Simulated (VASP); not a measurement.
# AlRu (NiAs type) (P6_3/mmc) in VASP: single point with PBE

Aim: the single point of AlRu (NiAs type) with PBE.

All numbers are computed with VASP 6.6.1; they aren't measurements. Logs are shortened: lines on timing, memory, paths and dates and some standing lists are left out, and cuts for length are marked.

## (1) The cell of the first run

Symmetry: P6_3/mmc, No. 194, hexagonal system. Conventional cell: a = 2.894 Å, b = 2.894 Å, c = 7.793 Å, α = 90.00°, β = 90.00°, γ = 120.00°. Within 3.4 Å of Ru (site symmetry -3m) lie 6 Al at 2.57 Å and 6 Ru at 2.89 Å. Within 3.4 Å of Al (site symmetry -6m2) lie 6 Ru at 2.57 Å and 6 Al at 2.89 Å.

## (2) Single point, PBE

POSCAR

```
AlRu
1.0
    2.8938585491      0.0000000000      0.0000000000
   -1.4469292746      2.5061550185      0.0000000000
    0.0000000000      0.0000000000      7.7926534022
Ru Al
2 2
Direct
    0.0000000000      0.0000000000      0.0000000000
    0.0000000000      0.0000000000      0.5000000000
    0.3333333333      0.6666666667      0.2500000000
    0.6666666667      0.3333333333      0.7500000000
```

INCAR.step1

```
SYSTEM = AlRu
  ALGO = Normal
  EDIFF = 1E-6
  ENCUT = 520
  GGA = PE
  ISIF = 2
  ISMEAR = -1
  LASPH = .True.
  LCHARG = .True.
  LMAXMIX = 4
  LREAL = .False.
  LWAVE = .False.
  NBANDS = 25
  NELM = 60
  PREC = Accurate
  SIGMA = 0.08
```

KPOINTS.step1

```
k-points
0
Gamma
  11 11 6
  0 0 0
```

INCAR.step2

```
SYSTEM = AlRu
  ALGO = Normal
  EDIFF = 1E-6
  ENCUT = 520
  GGA = PE
  ICHARG = 11
  ISIF = 2
  ISMEAR = -5
  LASPH = .True.
  LCHARG = .False.
  LMAXMIX = 4
  LORBIT = 11
  LREAL = .False.
  LWAVE = .False.
  NBANDS = 25
  NEDOS = 2001
  NELM = 60
  PREC = Accurate
  SIGMA = 0.08
```

KPOINTS.step2

```
k-points
0
Gamma
  17 17 9
  0 0 0
```

Potentials or basis: VASP PAW PBE potentials, release 64 (Ru_pv, Al).

Launch:

```console
$ cat potpaw_PBE.64/Ru_pv/POTCAR potpaw_PBE.64/Al/POTCAR > POTCAR
$ cp INCAR.step1 INCAR
$ cp KPOINTS.step1 KPOINTS
$ mpirun -np 1 vasp_std > vasp.out
$ cp INCAR.step2 INCAR
$ cp KPOINTS.step2 KPOINTS
$ mpirun -np 1 vasp_std > vasp.out
```

OUTCAR:

```text
SYSTEM = AlRu
   EDIFF = 1E-6
   ENCUT = 520
   GGA = PE
   ICHARG = 11
   ISIF = 2
   ISMEAR = -5
   LASPH = .True.
   LORBIT = 11
   LREAL = .False.
   NELM = 60
   PREC = Accurate

 ion  position               nearest neighbor table
   1  0.000  0.000  0.000-   3 2.57   4 2.57   4 2.57   3 2.57   4 2.57   3 2.57
   2  0.000  0.000  0.500-   3 2.57   4 2.57   4 2.57   3 2.57   4 2.57   3 2.57
   3  0.333  0.667  0.250-   1 2.57   2 2.57   1 2.57   2 2.57   1 2.57   2 2.57
   4  0.667  0.333  0.750-   1 2.57   2 2.57   1 2.57   2 2.57   1 2.57   2 2.57

  LATTYP: Found a hexagonal cell.
 ALAT       =     2.8938585491
 C/A-ratio  =     2.6928245697

  Lattice vectors:

 A1 = (   2.8938585491,   0.0000000000,   0.0000000000)
 A2 = (  -1.4469292746,   2.5061550185,   0.0000000000)
 A3 = (   0.0000000000,   0.0000000000,   7.7926534022)

Analysis of symmetry for initial positions (statically):
=====================================================================
 Subroutine PRICEL returns:
 Original cell was already a primitive cell.

 Routine SETGRP: Setting up the symmetry group for a
 hexagonal supercell.

 Subroutine GETGRP returns: Found 24 space group operations
 (whereof 12 operations were pure point group operations)
 out of a pool of 24 trial point group operations.

The static configuration has the point symmetry D_3d.
 The point group associated with its full space group is D_6h.

Analysis of symmetry for dynamics (positions and initial velocities):
=====================================================================
 Subroutine PRICEL returns:
 Original cell was already a primitive cell.

 Routine SETGRP: Setting up the symmetry group for a
 hexagonal supercell.

 Subroutine GETGRP returns: Found 24 space group operations
 (whereof 12 operations were pure point group operations)
 out of a pool of 24 trial point group operations.

The dynamic configuration has the point symmetry D_3d.
 The point group associated with its full space group is D_6h.

 Subroutine INISYM returns: Found 24 space group operations
 (whereof 12 operations are pure point group operations),
 and found     1 'primitive' translations

----------------------------------------------------------------------------------------

                                     Primitive cell

  volume of cell :      56.5159

  direct lattice vectors                    reciprocal lattice vectors
     2.893858549  0.000000000  0.000000000     0.345559392  0.199508808  0.000000000
    -1.446929275  2.506155018  0.000000000     0.000000000  0.399017616  0.000000000
     0.000000000  0.000000000  7.792653402     0.000000000  0.000000000  0.128325995

  length of vectors
     2.893858549  2.893858549  7.792653402     0.399017616  0.399017616  0.128325995

  position of ions in fractional coordinates (direct lattice)
     0.000000000  0.000000000  0.000000000
     0.000000000  0.000000000  0.500000000
     0.333333333  0.666666667  0.250000000
     0.666666667  0.333333333  0.750000000

  ion indices of the primitive-cell ions
   primitive index   ion index
                 1           1
                 2           2
                 3           3
                 4           4

----------------------------------------------------------------------------------------

 KPOINTS: k-points

Automatic generation of k-mesh.
 Grid dimensions read from file:
 generate k-points for:   17   17    9

 Generating k-lattice:

  Cartesian coordinates                     Fractional coordinates (reciprocal lattice)
     0.020327023  0.011735812  0.000000000     0.058823529  0.000000000  0.000000000
     0.000000000  0.023471624  0.000000000     0.000000000  0.058823529  0.000000000
     0.000000000  0.000000000  0.014258444     0.000000000  0.000000000  0.111111111

  Length of vectors
     0.023471624  0.023471624  0.014258444

  Shift w.r.t. Gamma in fractional coordinates (k-lattice)
     0.000000000  0.000000000  0.000000000

 TETIRR: Found   2533 inequivalent tetrahedra from    15606

 Subroutine IBZKPT returns following result:
 ===========================================

 Found    165 irreducible k-points:

 Following reciprocal coordinates:
            Coordinates               Weight
  0.000000  0.000000  0.000000      1.000000
  0.058824  0.000000  0.000000      6.000000
  0.117647 -0.000000  0.000000      6.000000
  0.176471  0.000000  0.000000      6.000000
  0.235294 -0.000000  0.000000      6.000000
  0.294118 -0.000000  0.000000      6.000000
[... 16 lines left out ...]
  0.411765  0.117647  0.000000     12.000000
  0.176471  0.176471  0.000000      6.000000
 [... further k-points ...]
   k-points           NKPTS =    165   k-points in BZ     NKDIM =    165   number of bands    NBANDS=     25
   number of dos      NEDOS =   2001   number of ions     NIONS =      4
   total plane-waves  NPLWV =  34560
   dimension x,y,z NGX =    24 NGY =   24 NGZ =   60
   dimension x,y,z NGXF=    48 NGYF=   48 NGZF=  120
   ions per type =               2   2
   NGX,Y,Z   is equivalent  to a cutoff of  13.79, 13.79, 12.80 a.u.
   NGXF,Y,Z  is equivalent  to a cutoff of  27.57, 27.57, 25.60 a.u.
 SYSTEM =  AlRu
   PREC   = accura    normal or accurate (medium, high low for compatibility)
   ISTART =      0    job   : 0-new  1-cont  2-samecut
   ICHARG =     11    charge: 1-file 2-atom 10-const
   ISPIN  =      1    spin polarized calculation?
   LNONCOLLINEAR =      F non collinear calculations
   LSORBIT =      F    spin-orbit coupling
   LASPH  =      T    aspherical Exc in radial PAW
   ENCUT  =  520.0 eV  38.22 Ry    6.18 a.u.   5.38  5.38 14.49*2*pi/ulx,y,z
   NELM   =     60;   NELMIN=  2; NELMDL=  0     # of ELM steps
   EDIFF  = 0.1E-05   stopping-criterion for ELM
   LREAL  =      F    real-space projection
   EDIFFG = 0.1E-04   stopping-criterion for IOM
   NSW    =      0    number of steps for IOM
   IBRION =     -1    ionic relax: 0-MD 1-quasi-New 2-CG
   NFREE  =      0    steps in history (QN), initial steepest desc. (CG)
   ISIF   =      2    stress and relaxation
   ISYM   =      2    0-nonsym 1-usesym 2-fastsym
   POTIM  = 0.5000    time-step for ionic-motion
   TEBEG  =    0.0;   TEEND  =   0.0 temperature during run
   PSTRESS=    0.0 pullay stress
   NELECT =      34.0000    total number of electrons
   NUPDOWN=      -1.0000    fix difference up-down
   EMIN   =  10.00;   EMAX   =-10.00  energy-range for DOS
   EFERMI =   0.00;   METHOD = LEGACY
   ISMEAR =    -5;   SIGMA  =   0.08  broadening in eV -4-tet -1-fermi 0-gaus
   EFERMI_NEDOS =   21; number of points for ismear=-14 and -15
   IALGO  =     38    algorithm
   IMIX   =      4    mixing-type and parameters
     AMIX     =   0.40;   BMIX     =  1.00
     AMIX_MAG =   1.60;   BMIX_MAG =  1.00
  volume/ion in A,a.u.               =      14.13        95.35
  Fermi-wavevector in a.u.,A,eV,Ry     =   1.382009  2.611619 25.986440  1.909949
  Thomas-Fermi vector in A             =   2.506740
   LORBIT       =     11    0 simple, 1 ext, 2 COOP (PROOUT), +10 PAW based schemes
   GGA     = PE    functional components
   LHFCALC =     F    Hartree Fock is set to
   AEXX    =    0.0000 exact exchange contribution
   IVDW    =     0    specifies the selected vdW correction
   LEPSILON=     F    determine dielectric tensor
   LRPA    =     F    only Hartree local field effects (RPA)
 non-spin polarized calculation
 Fermi weights with tetrahedron method with Bloechl corrections
  energy-cutoff  :      520.00
  volume of cell :       56.52
 maximum number of plane-waves:      1565
 NGX is ok and might be reduce to    24

 number of electron      34.0000003 magnetization

 Free energy of the ion-electron system (eV)
  ---------------------------------------------------
  ext. energy  EPLUGINS =         0.00000000
  ---------------------------------------------------
  free energy    TOTEN  =       -27.81833295 eV

  energy without entropy =      -27.81833295  energy(sigma->0) =      -27.81833295

 E-fermi :  10.1962     XC(G=0): -12.2776

 val. band max:       10.2454808867   @ k =   0.4706  -0.0000   0.1111
 cond. band min:      10.1397499356   @ k =   0.0000   0.0000   0.3333
 fundamental gap:     -0.1057309511
 Fermi energy:        10.1962369350

 k-point     1 :       0.0000    0.0000    0.0000
  band No.  band energies     occupation
      1     -31.8677      2.00000
      2     -31.8529      2.00000
      3     -31.8288      2.00000
      4     -31.8288      2.00000
      5     -31.8285      2.00000
      6     -31.8285      2.00000
[... 17 lines left out ...]
     24      21.9898      0.00000
     25      22.0608      0.00000

 k-point     2 :       0.0588    0.0000    0.0000
  band No.  band energies     occupation
      1     -31.8656      2.00000
      2     -31.8510      2.00000
      3     -31.8423      2.00000
      4     -31.8418      2.00000
      5     -31.8321      2.00000
      6     -31.8317      2.00000
[... 17 lines left out ...]
     24      21.5728      0.00000
     25      21.8986      0.00000

 k-point     3 :       0.1176   -0.0000    0.0000
  band No.  band energies     occupation
      1     -31.8806      2.00000
      2     -31.8799      2.00000
      3     -31.8596      2.00000
      4     -31.8455      2.00000
      5     -31.8412      2.00000
      6     -31.8408      2.00000
[... 17 lines left out ...]
     24      20.7002      0.00000
     25      20.7252      0.00000

 k-point     4 :       0.1765    0.0000    0.0000
  band No.  band energies     occupation
      1     -31.9383      2.00000
      2     -31.9374      2.00000
      3     -31.8550      2.00000
      4     -31.8546      2.00000
      5     -31.8506      2.00000
      6     -31.8372      2.00000
[... 17 lines left out ...]
     24      19.8865      0.00000
     25      20.9131      0.00000

 k-point     5 :       0.2353   -0.0000    0.0000
  band No.  band energies     occupation
      1     -32.0073      2.00000
      2     -32.0062      2.00000
      3     -31.8717      2.00000
      4     -31.8713      2.00000
      5     -31.8398      2.00000
      6     -31.8271      2.00000
[... 17 lines left out ...]
     24      19.1222      0.00000
     25      20.8978      0.00000

 k-point     6 :       0.2941   -0.0000    0.0000
  band No.  band energies     occupation
      1     -32.0781      2.00000
      2     -32.0768      2.00000
      3     -31.8889      2.00000
      4     -31.8885      2.00000
      5     -31.8285      2.00000
      6     -31.8167      2.00000
[... 17 lines left out ...]
     24      18.4452      0.00000
     25      20.2472      0.00000
[... 393 lines left out ...]
 k-point    21 :       0.2941    0.1176    0.0000
  band No.  band energies     occupation
      1     -32.1367      2.00000
      2     -32.1352      2.00000
      3     -31.9309      2.00000
      4     -31.9305      2.00000
      5     -31.8157      2.00000
      6     -31.8047      2.00000
[... 17 lines left out ...]
     24      17.2042      0.00000
     25      18.6615      0.00000

 k-point    22 :       0.3529    0.1176    0.0000
  band No.  band energies     occupation
      1     -32.1766      2.00000
      2     -32.1750      2.00000
      3     -31.9460      2.00000
      4     -31.9455      2.00000
      5     -31.8086      2.00000
      6     -31.7981      2.00000
[... 17 lines left out ...]
     24      16.9412      0.00000
     25      17.2845      0.00000

 k-point    23 :       0.4118    0.1176    0.0000
  band No.  band energies     occupation
      1     -32.1980      2.00000
      2     -32.1962      2.00000
      3     -31.9541      2.00000
      4     -31.9536      2.00000
      5     -31.8047      2.00000
      6     -31.7946      2.00000
[... 17 lines left out ...]
     24      16.8154      0.00000
     25      16.8566      0.00000

 k-point    24 :       0.1765    0.1765    0.0000
  band No.  band energies     occupation
      1     -32.0714      2.00000
      2     -32.0700      2.00000
      3     -31.9159      2.00000
      4     -31.9154      2.00000
      5     -31.8260      2.00000
      6     -31.8143      2.00000
[... 17 lines left out ...]
     24      17.7390      0.00000
     25      18.4575      0.00000

 [... further k-points ...]
[... 5 lines left out ...]
  --------------------------------------------------------------------------------------
  -------------------------------------------------------------------------------------
  Total        0.1456198      0.1456198     -1.0704798     -0.0000000     -0.0000000      0.0000000
  in kB        4.1281963      4.1281963    -30.3471900     -0.0000000     -0.0000000      0.0000000
  external PRESSURE =      -7.3635991 kB  Pullay stress =       0.0000000 kB

 VOLUME and BASIS-vectors are now :
 -----------------------------------------------------------------------------
  energy-cutoff  :      520.00
  volume of cell :       56.52
      direct lattice vectors                 reciprocal lattice vectors
     2.893858549  0.000000000  0.000000000     0.345559392  0.199508808  0.000000000
    -1.446929275  2.506155018  0.000000000     0.000000000  0.399017616  0.000000000
     0.000000000  0.000000000  7.792653402     0.000000000  0.000000000  0.128325995

 POSITION                                       TOTAL-FORCE (eV/Angst)
 -----------------------------------------------------------------------------------
      0.00000      0.00000      0.00000        -0.000000      0.000000      0.000000
      0.00000      0.00000      3.89633        -0.000000      0.000000      0.000000
     -0.00000      1.67077      1.94816         0.000000     -0.000000      0.000000
      1.44693      0.83539      5.84449        -0.000000      0.000000     -0.000000
 -----------------------------------------------------------------------------------
    total drift:                               -0.000000      0.000000      0.000000

  FREE ENERGIE OF THE ION-ELECTRON SYSTEM (eV)
  ---------------------------------------------------
  free  energy   TOTEN  =       -27.8183329505 eV

  energy  without entropy=      -27.8183329505  energy(sigma->0) =      -27.81833295

 total charge

# of ion       s       p       d       tot
------------------------------------------
    1        0.346   6.249   6.105  12.701
    2        0.346   6.249   6.105  12.701
    3        0.418   0.401   0.000   0.820
    4        0.418   0.401   0.000   0.820
--------------------------------------------------
tot          1.529  13.302  12.211  27.041
```

Run time: 5.5 min. Hardware: 1 thread of Intel Xeon 8259CL, shared host; peak memory 0.32 GiB.

What came out:

```
Valence electrons inside the program's atomic spheres : Ru 12.70; Al 0.82
```

Levels at points of the mesh, in eV from the Fermi level:
```
           k point  band 15  band 16  band 17  band 18  band 19  band 20
(0.00, 0.00, 0.00)    -1.65    -0.27    -0.27     0.02     0.02     0.10
```

Caveat: tetrahedron occupations give inexact forces and stress in metals.
